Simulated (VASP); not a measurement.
The system is LiF.

```
CELL_PARAMETERS angstrom
0.00000 2.03352 2.03352
2.03352 0.00000 2.03352
2.03352 2.03352 0.00000
ATOMIC_POSITIONS crystal
Li 0.50000 0.50000 0.50000
F 0.00000 0.00000 0.00000
```

Base run:

| Item | Value |
| --- | --- |
| Program | VASP 6.6.1 |
| Functional | r2SCAN |
| Potentials or basis | VASP PAW PBE potentials, release 64 (Li_sv, F) |
| Cutoff | 520 eV |
| k mesh | 10 × 10 × 10 |
| Occupations | gaussian, width 0.02 eV |
| Spin | no spin polarisation |

Its results: band gap on the k mesh 9.98 eV, direct.

**Question.** The run is repeated on the same cell with these changes: functional from r2SCAN to PBE. What comes out?

**Answer.** Band gap on the k mesh 8.83 eV, direct.

r2SCAN gives the wider gap, since meta-GGAs in the generalised Kohn-Sham scheme recover part of the derivative discontinuity.

A k mesh can miss the band edges.
